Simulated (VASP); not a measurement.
TaN: electric field gradients with LDA

Crystal: TaN.

```
Ta N
1.0
     2.95746    0.00000    0.00000
    -1.47873    2.56123    0.00000
     0.00000    0.00000    2.90209
Ta N
1 1
Direct
  0.33333 0.66667 0.50000
  0.00000 0.00000 0.00000
```

```json
{
  "Program": "VASP 6.6.1",
  "Task": "electric field gradients",
  "Functional": "LDA",
  "Potentials or basis": "VASP PAW LDA potentials, release 64 (Ta_pv, N)",
  "Cutoff": "520 eV",
  "k mesh": "12 × 12 × 10",
  "Occupations": "fermi-dirac, width 0.02 eV",
  "Spin": "no spin polarisation",
  "Dipole correction": "no",
  "Further INCAR settings": "ALGO = Normal; EDIFF = 1e-08; NBANDS = 15"
}
```

```yaml
Pressure: -16.2 GPa
Band_gap_on_the_k_mesh: zero (bands 8 and 9 overlap by 0.48 eV)
Largest_electric_field_gradient_by_atom: Ta +20.9; N +0.3 V/Å²
```

Stress tensor (GPa, compression positive):
```
-15.50   0.00   0.00
  0.00 -15.50   0.00
  0.00   0.00 -17.63
```

Levels at points of the mesh, in eV from the Fermi level:
```
           k point  band 4  band 5  band 6  band 7  band 8  band 9  band 10  band 11  band 12  band 13
(0.00, 0.00, 0.00)  -17.47   -4.54   -4.54   -4.19   -2.94    2.13     3.40     3.40     3.73     3.73
(0.50, 0.00, 0.00)  -15.20   -8.22   -5.17   -3.48   -3.18    2.78     3.83     4.98     5.04     7.28
(0.00, 0.00, 0.50)  -14.86   -9.27   -3.75   -3.75   -0.20   -0.20     2.29     3.13     3.13     8.03
(0.50, 0.00, 0.50)  -15.48   -7.27   -6.14   -5.66   -0.41    3.96     5.09     5.79     6.77     9.82
```

Electric field gradients, principal values (V/Å²):
```tsv
atom	least	middle	greatest (by size)
1 Ta	-10.441	-10.441	20.882
2 N	-0.142	-0.143	0.284
```

Wall time 57 s on 1 thread of Intel Xeon 8259CL (shared host), peak memory 0.16 GiB.

Caveat: the cell stands under tension; without QUAD_EFG the Cq values of the log hold for a quadrupole moment of 1 mb, not for the nuclei; spin-orbit coupling is left out, which moves the levels of the heavy elements.
